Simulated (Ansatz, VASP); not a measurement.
**B2Pd3Pt in VASP and in Ansatz**

The input INCAR:

```
SYSTEM = B2Pd3Pt
PREC     = Accurate       ! precision mode
ENCUT    = 520            ! plane-wave cutoff, eV
EDIFF    = 1E-6           ! SCF threshold, eV
ISMEAR   = 0              ! smearing method
SIGMA    = 0.2            ! smearing width, eV
LREAL    = .FALSE.        ! projectors in reciprocal space
LASPH    = .TRUE.         ! aspherical terms in the spheres
NELM     = 100            ! most SCF steps
ALGO     = Fast           ! electronic algorithm
ISIF     = 2              ! what is computed and relaxed
LWAVE    = .FALSE.        ! write WAVECAR
LCHARG   = .FALSE.        ! write CHGCAR
GGA      = PE             ! functional
NBANDS   = 58             ! bands
```

File KPOINTS:

```
regular mesh
0
G
  6 4 4
  0 0 0
```

POSCAR

```
B2Pd3Pt
1.0
    0.0000000000      3.1872099747      0.0000000000
   -0.0924051064      0.0000000000      5.1776776552
    9.4772315539      0.0000000000      0.0090968700
B Pd Pt
4 6 2
Direct
    0.0000000000      0.0034797351      0.0014510302
    0.0000000000      0.0034797351      0.5014510302
    0.5000000000      0.4959539334      0.2464054984
    0.5000000000      0.4959539334      0.7464054984
    0.5000000000      0.8424949982      0.1218220285
    0.5000000000      0.8424949982      0.6218220285
    0.5000000000      0.1556033253      0.3780254780
    0.5000000000      0.1556033253      0.8780254780
    0.0000000000      0.6589124057      0.3739059800
    0.0000000000      0.6589124057      0.8739059800
    1.0000000000      0.3435556021      0.1283899850
    1.0000000000      0.3435556021      0.6283899850
```

Input for Ansatz:

```yaml
crystal:
  lattice:
    - [0.0, 3.1872099747, 0.0]
    - [-0.0924051064, 0.0, 5.1776776552]
    - [9.4772315539, 0.0, 0.00909687]
  atoms:
    - { symbol: B, position: [0.0, 0.0034797351, 0.0014510302] }
    - { symbol: B, position: [0.0, 0.0034797351, 0.5014510302] }
    - { symbol: B, position: [0.5, 0.4959539334, 0.2464054984] }
    - { symbol: B, position: [0.5, 0.4959539334, 0.7464054984] }
    - { symbol: Pd, position: [0.5, 0.8424949982, 0.1218220285] }
    - { symbol: Pd, position: [0.5, 0.8424949982, 0.6218220285] }
    - { symbol: Pd, position: [0.5, 0.1556033253, 0.378025478] }
    - { symbol: Pd, position: [0.5, 0.1556033253, 0.878025478] }
    - { symbol: Pd, position: [0.0, 0.6589124057, 0.37390598] }
    - { symbol: Pd, position: [0.0, 0.6589124057, 0.87390598] }
    - { symbol: Pt, position: [1.0, 0.3435556021, 0.128389985] }
    - { symbol: Pt, position: [1.0, 0.3435556021, 0.628389985] }
basis:
  ecutwfc: 420
kpoints:
  mp_grid: { grid: [6, 4, 4] }
hamiltonian:
  xc: pbe
scf:
  occupations: { method: gaussian, width: 0.2 }
  lower_state_search: "off"
output:
  forces: true
  stress: true
  eigenvalues: true
```

Alike in both runs: task single point; functional PBE; k mesh 6 × 4 × 4; occupations gaussian, width 0.2 eV; no spin polarisation.

|  | VASP | Ansatz |
| --- | --- | --- |
| version | VASP 6.6.1 | Ansatz 0.2.0 |
| potentials or method | VASP PAW PBE potentials, release 64 (B, Pd, Pt), cutoff 520 eV | scalar-relativistic, plane waves, PAW |
| valence electrons in the cell | 92 | 156 |

VASP gave:

| Property | Result |
| --- | --- |
| gap on the k mesh at the Fermi level (eV) | none |
| pressure (GPa) | 0.1 |
| traceless stress, the component that is largest in VASP (GPa) | -0.22 |
| rms of the force components (eV/Å) | 0.012 |

Question: Which values does Ansatz return?

Answer: gap on the k mesh at the Fermi level (eV): none; pressure (GPa): 0.0; traceless stress, the component that is largest in VASP (GPa): -0.17; rms of the force components (eV/Å): 0.013.

Atom by atom the forces differ by 0.005 eV/Å (rms over components). A gap of «none» marks a metal or a gap that the smearing closes. VASP's potentials hold 92 valence electrons a cell and Ansatz's 156, so a difference there can come from the potentials and not from the codes.

Spin-orbit coupling is off throughout.
